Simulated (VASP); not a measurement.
# Ta5Ru in VASP: further runs

Runs on Ta5Ru. Level: PBE. Tasks: single point.

Everything below comes from runs of VASP 6.6.1. Logs are shortened: lines on timing, memory, paths and dates and some standing lists are left out, and cuts for length are marked.

## Step 1: The cell of the first run

Symmetry: P4/mmm, No. 123, tetragonal system. The conventional cell has a = 3.240 Å, b = 3.240 Å, c = 9.972 Å, α = 90.00°, β = 90.00°, γ = 90.00°. Within 3.8 Å of Ta (site symmetry 4mm) lie 13 Ta at 2.85 to 3.39 Å and 1 Ru at 3.29 Å. Ta (site symmetry 4mm) has 4 Ru at 2.78 Å and 10 Ta at 2.86 to 3.40 Å within 3.7 Å. Ta (site symmetry 4/mmm) has 14 Ta at 2.85 to 3.40 Å within 3.8 Å. Within 3.7 Å of Ru (site symmetry 4/mmm) lie 10 Ta at 2.78 to 3.29 Å and 4 Ru at 3.24 Å.

## Step 2: Single point, PBE

INCAR

```
PREC = Accurate
ENCUT = 520
EDIFF = 1E-6
ISMEAR = 0
SIGMA = 0.2
LREAL = F
LASPH = T
NELM = 80
ALGO = Fast
ISIF = 2
LWAVE = F
LCHARG = F
GGA = PE
NBANDS = 81
```

KPOINTS

```
regular mesh
0
Gamma
  6 4 2
```

POSCAR

```
Ta5Ru
1.0
    3.2396555830      0.0000000000      0.0000000000
    0.0000000000      6.4793111661      0.0000000000
    0.0000000000      0.0000000000      9.9719361507
Ta Ru
10 2
Direct
    0.0000000000      0.5000000000      0.1698725153
    0.0000000000      0.0000000000      0.1698725153
    0.5000000000      0.2500000000      0.3413101244
    0.5000000000      0.7500000000      0.3413101244
    0.5000000000      0.2500000000      0.6586898756
    0.5000000000      0.7500000000      0.6586898756
    0.0000000000      0.0000000000      0.8301274847
    0.0000000000      0.5000000000      0.8301274847
    0.5000000000      0.2500000000      0.0000000000
    0.5000000000      0.7500000000      0.0000000000
    0.0000000000      0.0000000000      0.5000000000
    0.0000000000      0.5000000000      0.5000000000
```

Potentials or basis: VASP PAW PBE potentials, release 64 (Ta_pv, Ru_pv).

On the command line:

```console
$ cat potpaw_PBE.64/Ta_pv/POTCAR potpaw_PBE.64/Ru_pv/POTCAR > POTCAR
$ mpirun -np 1 vasp_std > vasp.out
```

OUTCAR:

```text
PREC = Accurate
   ENCUT = 520
   EDIFF = 1E-6
   ISMEAR = 0
   LREAL = F
   LASPH = T
   NELM = 80
   ISIF = 2
   GGA = PE

 ion  position               nearest neighbor table
   1  0.000  0.500  0.170-   9 2.85  10 2.85   9 2.85  10 2.85   3 2.86   4 2.86   3 2.86   4 2.86
                             2 3.24   2 3.24  12 3.29   8 3.39
   2  0.000  0.000  0.170-   9 2.85  10 2.85   9 2.85  10 2.85   3 2.86   4 2.86   3 2.86   4 2.86
                             1 3.24   1 3.24  11 3.29   7 3.39
   3  0.500  0.250  0.341-  11 2.78  12 2.78  11 2.78  12 2.78   1 2.86   2 2.86   1 2.86   2 2.86
                             5 3.16   4 3.24   4 3.24   9 3.40
   4  0.500  0.750  0.341-  11 2.78  12 2.78  11 2.78  12 2.78   1 2.86   2 2.86   1 2.86   2 2.86
                             6 3.16   3 3.24   3 3.24  10 3.40
   5  0.500  0.250  0.659-  11 2.78  12 2.78  11 2.78  12 2.78   7 2.86   8 2.86   7 2.86   8 2.86
                             3 3.16   6 3.24   6 3.24   9 3.40
   6  0.500  0.750  0.659-  11 2.78  12 2.78  11 2.78  12 2.78   7 2.86   8 2.86   7 2.86   8 2.86
                             4 3.16   5 3.24   5 3.24  10 3.40
   7  0.000  0.000  0.830-   9 2.85  10 2.85   9 2.85  10 2.85   5 2.86   6 2.86   5 2.86   6 2.86
                             8 3.24   8 3.24  11 3.29   2 3.39
   8  0.000  0.500  0.830-   9 2.85  10 2.85   9 2.85  10 2.85   5 2.86   6 2.86   5 2.86   6 2.86
                             7 3.24   7 3.24  12 3.29   1 3.39
   9  0.500  0.250  0.000-   1 2.85   2 2.85   7 2.85   8 2.85   1 2.85   2 2.85   7 2.85   8 2.85
                            10 3.24  10 3.24   3 3.40   5 3.40
  10  0.500  0.750  0.000-   1 2.85   2 2.85   7 2.85   8 2.85   1 2.85   2 2.85   7 2.85   8 2.85
                             9 3.24   9 3.24   4 3.40   6 3.40
  11  0.000  0.000  0.500-   3 2.78   4 2.78   5 2.78   6 2.78   3 2.78   4 2.78   5 2.78   6 2.78
                            12 3.24  12 3.24   2 3.29   7 3.29
  12  0.000  0.500  0.500-   3 2.78   4 2.78   5 2.78   6 2.78   3 2.78   4 2.78   5 2.78   6 2.78
                            11 3.24  11 3.24   1 3.29   8 3.29

  LATTYP: Found a simple orthorhombic cell.
 ALAT       =     3.2396555830
 B/A-ratio  =     2.0000000000
 C/A-ratio  =     3.0780852764

  Lattice vectors:

 A1 = (   3.2396555830,   0.0000000000,   0.0000000000)
 A2 = (   0.0000000000,   6.4793111661,   0.0000000000)
 A3 = (   0.0000000000,   0.0000000000,   9.9719361507)

Analysis of symmetry for initial positions (statically):
=====================================================================
 Subroutine PRICEL returns following result:

  LATTYP: Found a simple tetragonal cell.
 ALAT       =     3.2396555830
 C/A-ratio  =     3.0780852764

  Lattice vectors:

 A1 = (   3.2396555830,   0.0000000000,   0.0000000000)
 A2 = (   0.0000000000,   3.2396555830,   0.0000000000)
 A3 = (   0.0000000000,   0.0000000000,   9.9719361507)

   2 primitive cells build up your supercell.

 Routine SETGRP: Setting up the symmetry group for a
 simple orthorhombic supercell.

 Subroutine GETGRP returns: Found  8 space group operations
 (whereof  8 operations were pure point group operations)
 out of a pool of  8 trial point group operations.

The static configuration has the point symmetry D_2h.

Analysis of symmetry for dynamics (positions and initial velocities):
=====================================================================
 Subroutine PRICEL returns following result:

  LATTYP: Found a simple tetragonal cell.
 ALAT       =     3.2396555830
 C/A-ratio  =     3.0780852764

  Lattice vectors:

 A1 = (   3.2396555830,   0.0000000000,   0.0000000000)
 A2 = (   0.0000000000,   3.2396555830,   0.0000000000)
 A3 = (   0.0000000000,   0.0000000000,   9.9719361507)

   2 primitive cells build up your supercell.

 Routine SETGRP: Setting up the symmetry group for a
 simple orthorhombic supercell.

 Subroutine GETGRP returns: Found  8 space group operations
 (whereof  8 operations were pure point group operations)
 out of a pool of  8 trial point group operations.

The dynamic configuration has the point symmetry D_2h.

[... 36 lines left out ...]

 KPOINTS: regular mesh

Automatic generation of k-mesh.
 Grid dimensions read from file:
 generate k-points for:    6    4    2

 Generating k-lattice:

  Cartesian coordinates                     Fractional coordinates (reciprocal lattice)
     0.051445798  0.000000000  0.000000000     0.166666667  0.000000000  0.000000000
     0.000000000  0.038584348  0.000000000     0.000000000  0.250000000  0.000000000
     0.000000000  0.000000000  0.050140714     0.000000000  0.000000000  0.500000000

  Length of vectors
     0.051445798  0.038584348  0.050140714

  Shift w.r.t. Gamma in fractional coordinates (k-lattice)
     0.000000000  0.000000000  0.000000000

 Subroutine IBZKPT returns following result:
 ===========================================

 Found     24 irreducible k-points:

 Following reciprocal coordinates:
            Coordinates               Weight
  0.000000  0.000000  0.000000      1.000000
  0.166667  0.000000  0.000000      2.000000
  0.333333  0.000000  0.000000      2.000000
  0.500000  0.000000  0.000000      1.000000
  0.000000  0.250000  0.000000      2.000000
  0.166667  0.250000  0.000000      4.000000
[... 16 lines left out ...]
  0.333333  0.500000  0.500000      2.000000
  0.500000  0.500000  0.500000      1.000000
   k-points           NKPTS =     24   k-points in BZ     NKDIM =     24   number of bands    NBANDS=     81
   number of dos      NEDOS =    301   number of ions     NIONS =     12
   total plane-waves  NPLWV =  92160
   dimension x,y,z NGX =    24 NGY =   48 NGZ =   80
   dimension x,y,z NGXF=    48 NGYF=   96 NGZF=  160
   ions per type =              10   2
   NGX,Y,Z   is equivalent  to a cutoff of  12.32, 12.32, 13.34 a.u.
   NGXF,Y,Z  is equivalent  to a cutoff of  24.63, 24.63, 26.67 a.u.
 SYSTEM =  unknown system
   PREC   = accura    normal or accurate (medium, high low for compatibility)
   ISTART =      0    job   : 0-new  1-cont  2-samecut
   ICHARG =      2    charge: 1-file 2-atom 10-const
   ISPIN  =      1    spin polarized calculation?
   LNONCOLLINEAR =      F non collinear calculations
   LSORBIT =      F    spin-orbit coupling
   LASPH  =      T    aspherical Exc in radial PAW
   ENCUT  =  520.0 eV  38.22 Ry    6.18 a.u.   6.02 12.05 18.54*2*pi/ulx,y,z
   NELM   =     80;   NELMIN=  2; NELMDL= -5     # of ELM steps
   EDIFF  = 0.1E-05   stopping-criterion for ELM
   LREAL  =      F    real-space projection
   EDIFFG = 0.1E-04   stopping-criterion for IOM
   NSW    =      0    number of steps for IOM
   IBRION =     -1    ionic relax: 0-MD 1-quasi-New 2-CG
   NFREE  =      0    steps in history (QN), initial steepest desc. (CG)
   ISIF   =      2    stress and relaxation
   ISYM   =      2    0-nonsym 1-usesym 2-fastsym
   POTIM  = 0.5000    time-step for ionic-motion
   TEBEG  =    0.0;   TEEND  =   0.0 temperature during run
   PSTRESS=    0.0 pullay stress
   NELECT =     138.0000    total number of electrons
   NUPDOWN=      -1.0000    fix difference up-down
   EMIN   =  10.00;   EMAX   =-10.00  energy-range for DOS
   EFERMI =   0.00;   METHOD = LEGACY
   ISMEAR =     0;   SIGMA  =   0.20  broadening in eV -4-tet -1-fermi 0-gaus
   EFERMI_NEDOS =   21; number of points for ismear=-14 and -15
   IALGO  =     68    algorithm
   IMIX   =      4    mixing-type and parameters
     AMIX     =   0.40;   BMIX     =  1.00
     AMIX_MAG =   1.60;   BMIX_MAG =  1.00
  volume/ion in A,a.u.               =      17.44       117.71
  Fermi-wavevector in a.u.,A,eV,Ry     =   1.424838  2.692553 27.622047  2.030163
  Thomas-Fermi vector in A             =   2.545286
   LORBIT       =      0    0 simple, 1 ext, 2 COOP (PROOUT), +10 PAW based schemes
   GGA     = PE    functional components
   LHFCALC =     F    Hartree Fock is set to
   AEXX    =    0.0000 exact exchange contribution
   IVDW    =     0    specifies the selected vdW correction
   LEPSILON=     F    determine dielectric tensor
   LRPA    =     F    only Hartree local field effects (RPA)
 non-spin polarized calculation
 RMM-DIIS sequential band-by-band and
 Gauss-broadening in eV      SIGMA  =   0.20
  energy-cutoff  :      520.00
  volume of cell :      209.32
 maximum number of plane-waves:      5688
   NGX = 13   NGY = 25   NGZ = 37

 number of electron     138.0000021 magnetization

 Free energy of the ion-electron system (eV)
  ---------------------------------------------------
  ext. energy  EPLUGINS =         0.00000000
  ---------------------------------------------------
  free energy    TOTEN  =      -138.89071951 eV

  energy without entropy =     -138.70764229  energy(sigma->0) =     -138.79918090

 E-fermi :   6.5554     XC(G=0): -12.7682

 val. band max:        6.5525345092   @ k =   0.1667   0.2500   0.0000
 cond. band min:       6.5807662009   @ k =   0.1667   0.0000   0.0000
 fundamental gap:      0.0282316917
 Fermi energy:         6.5553535230

 k-point     1 :       0.0000    0.0000    0.0000
  band No.  band energies     occupation
      1     -36.3385      2.00000
      2     -36.2619      2.00000
      3     -36.2593      2.00000
      4     -36.2544      2.00000
      5     -36.2530      2.00000
      6     -36.2432      2.00000
[... 2005 lines left out ...]
     80       9.1096      0.00000
     81       9.6223      0.00000

------------------------ aborting loop because EDIFF is reached ----------------------------------------

  FORCE on cell =-STRESS in cart. coord.  units (eV):
  Direction    XX          YY          ZZ          XY          YZ          ZX
  --------------------------------------------------------------------------------------
  -------------------------------------------------------------------------------------
  Total        0.6351792      0.1902220      0.3220815      0.0000000      0.0000000      0.0000000
  in kB        4.8618287      1.4560095      2.4652964      0.0000000      0.0000000      0.0000000
  external PRESSURE =       2.9277116 kB  Pullay stress =       0.0000000 kB

 VOLUME and BASIS-vectors are now :
 -----------------------------------------------------------------------------
  energy-cutoff  :      520.00
  volume of cell :      209.32
      direct lattice vectors                 reciprocal lattice vectors
     3.239655583  0.000000000  0.000000000     0.308674788  0.000000000  0.000000000
     0.000000000  6.479311166  0.000000000     0.000000000  0.154337394  0.000000000
     0.000000000  0.000000000  9.971936151     0.000000000  0.000000000  0.100281428

 POSITION                                       TOTAL-FORCE (eV/Angst)
 -----------------------------------------------------------------------------------
      0.00000      3.23966      1.69396         0.000000      0.000000      0.009629
      0.00000      0.00000      1.69396         0.000000     -0.000000      0.009629
      1.61983      1.61983      3.40352        -0.000000     -0.000000     -0.030260
      1.61983      4.85948      3.40352        -0.000000     -0.000000     -0.030260
      1.61983      1.61983      6.56841        -0.000000      0.000000      0.030260
      1.61983      4.85948      6.56841        -0.000000     -0.000000      0.030260
      0.00000      0.00000      8.27798         0.000000      0.000000     -0.009629
      0.00000      3.23966      8.27798        -0.000000      0.000000     -0.009629
      1.61983      1.61983      0.00000        -0.000000      0.000000      0.000000
      1.61983      4.85948      0.00000        -0.000000      0.000000     -0.000000
      0.00000      0.00000      4.98597        -0.000000      0.000000      0.000000
      0.00000      3.23966      4.98597        -0.000000      0.000000      0.000000
 -----------------------------------------------------------------------------------
    total drift:                                0.000000     -0.000000     -0.000000

  FREE ENERGIE OF THE ION-ELECTRON SYSTEM (eV)
  ---------------------------------------------------
  free  energy   TOTEN  =      -138.8907195112 eV

  energy  without entropy=     -138.7076422881  energy(sigma->0) =     -138.79918090
```

Wall time 15 min (1 thread of AMD EPYC 7R13 (Zen 3), shared host); peak memory 0.45 GiB.

Results:

```
Free energy            : -138.8907 eV
Pressure               : 0.3 GPa
Largest force          : 0.030 eV/Å
Band gap on the k mesh : zero (bands 69 and 70 overlap by 1.84 eV)
```

Forces on the atoms (eV/Å):
```
Ta   0.000  0.000  0.010
Ta   0.000  0.000  0.010
Ta   0.000  0.000 -0.030
Ta   0.000  0.000 -0.030
Ta   0.000  0.000  0.030
Ta   0.000  0.000  0.030
Ta   0.000  0.000 -0.010
Ta   0.000  0.000 -0.010
Ta   0.000  0.000  0.000
Ta   0.000  0.000  0.000
Ru   0.000  0.000  0.000
Ru   0.000  0.000  0.000
```

Stress tensor (GPa, compression positive):
```
0.49 0.00 0.00
0.00 0.15 0.00
0.00 0.00 0.25
```

Levels at points of the mesh, in eV from the Fermi level:
| k point | band 65 | band 66 | band 67 | band 68 | band 69 | band 70 | band 71 | band 72 | band 73 | band 74 |
| --- | --- | --- | --- | --- | --- | --- | --- | --- | --- | --- |
| (0.00, 0.00, 0.00) | -0.02 | 0.30 | 0.35 | 0.35 | 0.49 | 0.56 | 0.56 | 0.58 | 0.67 | 0.75 |
| (0.50, 0.00, 0.00) | -0.60 | -0.39 | -0.07 | -0.06 | -0.02 | 0.30 | 0.38 | 0.50 | 0.67 | 0.75 |
| (0.00, 0.50, 0.00) | -0.04 | -0.04 | -0.04 | -0.04 | 0.38 | 0.38 | 0.55 | 0.55 | 0.76 | 0.76 |
| (0.50, 0.50, 0.00) | -0.97 | -0.97 | -0.83 | -0.83 | -0.69 | -0.69 | -0.54 | -0.54 | 0.54 | 0.54 |
| (0.00, 0.00, 0.50) | 0.04 | 0.29 | 0.32 | 0.33 | 0.40 | 0.90 | 0.90 | 1.11 | 1.11 | 1.21 |
| (0.50, 0.00, 0.50) | -0.22 | -0.07 | 0.05 | 0.29 | 0.32 | 0.40 | 0.56 | 0.56 | 0.84 | 0.85 |
| (0.00, 0.50, 0.50) | -0.36 | -0.36 | -0.30 | -0.30 | 0.92 | 0.92 | 1.13 | 1.13 | 1.15 | 1.15 |
| (0.50, 0.50, 0.50) | -0.91 | -0.91 | -0.58 | -0.58 | -0.21 | -0.21 | -0.10 | -0.10 | 0.42 | 0.42 |

Caveat: spin-orbit coupling is left out, which moves the levels of the heavy elements.

[end of part 1 of 2]

The gap in the log of VASP goes by the Fermi energy; the results here count the filled bands.